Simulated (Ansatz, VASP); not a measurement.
One calculation of Cs, two programs

File INCAR:

```
PREC     = Accurate       # precision mode
ENCUT    = 520            # plane-wave cutoff, eV
EDIFF    = 1E-6           # SCF threshold, eV
ISMEAR   = 0              # smearing method
SIGMA    = 0.3            # smearing width, eV
LREAL    = False          # projectors in reciprocal space
LASPH    = True           # aspherical terms in the spheres
NELM     = 60             # most SCF steps
ALGO     = Normal         # electronic algorithm
ISIF     = 2              # what is computed and relaxed
LWAVE    = False          # write WAVECAR
LCHARG   = False          # write CHGCAR
GGA      = CA             # functional
NBANDS   = 10             # bands
```

The input KPOINTS:

```
Automatic mesh
0
Gamma
  8 8 8
```

POSCAR

```
Cs
1.0
   -2.8840810378      2.8840810378      2.8840810378
    2.8840810378     -2.8840810378      2.8840810378
    2.8840810378      2.8840810378     -2.8840810378
Cs
1
Direct
    0.0000000000      0.0000000000      0.0000000000
```

Input for Ansatz:

```yaml
crystal:
  lattice:
    - [-2.8840810378, 2.8840810378, 2.8840810378]
    - [2.8840810378, -2.8840810378, 2.8840810378]
    - [2.8840810378, 2.8840810378, -2.8840810378]
  atoms:
    - { symbol: Cs, position: [0.0, 0.0, 0.0] }
hamiltonian:
  xc: lda
  pseudopotentials:
    kind: paw
    azcp:
      Cs: "pseudopotentials/Cs.paw.azcp"
basis:
  ecutwfc: 420
  fft_grid_basis: typed
kpoints:
  mp_grid: { grid: [8, 8, 8], shift: [0, 0, 0] }
magnetization:
  spin_polarized: false
scf:
  occupations: { method: gaussian, width: 0.3 }
  lower_state_search: "off"
output:
  stress: true
  write_density: true
  write_potential: true
  elf: true
  volumetric_format: npy
```

Alike in both runs: task single point; functional LDA; k mesh 8 × 8 × 8; occupations gaussian, width 0.3 eV; no spin polarisation.

```csv
,VASP,Ansatz
version,VASP 6.6.1,Ansatz 0.2.0
potentials or method,"VASP PAW LDA potentials, release 64 (Cs_sv), cutoff 520 eV","plane waves (420 eV) with PAW, scalar-relativistic"
valence electrons in the cell,9,9
```

|  | VASP | Ansatz | Ansatz less VASP |
| --- | --- | --- | --- |
| pressure (GPa) | 0.0 | 0.0 | +0.01 |

Ansatz warns that its potentials were made for another functional, while VASP's fit it. LDA's correlation is that of Perdew and Zunger in VASP and of Perdew and Wang (1992) in Ansatz.

Spin-orbit coupling is off throughout.
